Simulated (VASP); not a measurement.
The system is H, a slab with vacuum.

```
H
1.0
    11.00000    0.00000    0.00000
     0.00000   11.50000    0.00000
     0.00000    0.00000   12.00000
H
2
Direct
  0.50000 0.50000 0.46841
  0.50000 0.50000 0.53160
```

Base run:

```yaml
Program: VASP 6.6.1
Functional: PBE
Potentials_or_basis: VASP PAW PBE potentials, release 64 (H)
Cutoff: 520 eV
k_mesh: 1 × 1 × 1
Occupations: fermi-dirac, width 0.05 eV
Spin: no spin polarisation
```

Its results: band gap on the k mesh 10.14 eV.

The run is repeated on the same cell with these changes: functional from PBE to PBEsol. What comes out?

Band gap on the k mesh 10.01 eV.

A k mesh can miss the band edges.
